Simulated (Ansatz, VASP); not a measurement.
One calculation of CdTe, two programs

```
Te Cd
1.0
     0.00000    3.20500    3.20500
     3.20500    0.00000    3.20500
     3.20500    3.20500    0.00000
Te Cd
1 1
Direct
  0.75000 0.75000 0.75000
  0.00000 0.00000 0.00000
```

Alike in both runs: task relaxation of cell and atoms; functional BLYP; dispersion D3(BJ); k mesh 7 × 7 × 7; occupations fermi-dirac, width 0.05 eV; no spin polarisation.

```csv
,VASP,Ansatz
version,VASP 6.6.1,Ansatz 0.2.0
potentials or method,"VASP PAW PBE potentials, release 64 (Te, Cd)",Ansatz PAW
plane-wave cutoff (eV),600,420
valence electrons in the cell,18,36
```

```csv
,VASP,Ansatz,Ansatz less VASP
relaxed volume (Å³/atom),34.72,34.51,-0.208
relaxed cell length with the largest relative difference (Å),4.613,4.604,-0.0092
```

VASP's potentials were made for PBE, not for BLYP. VASP's potentials hold 18 valence electrons a cell and Ansatz's 36, so a difference there can come from the potentials and not from the codes.

Spin-orbit coupling is off throughout. Noted on Ansatz's run: odd divisions of the mesh miss points on the zone boundary, where band edges often lie, so the gap on the mesh can be too wide; the plane-wave basis is chosen anew once the cell has moved, so the energies of steps on either side of that aren't comparable.
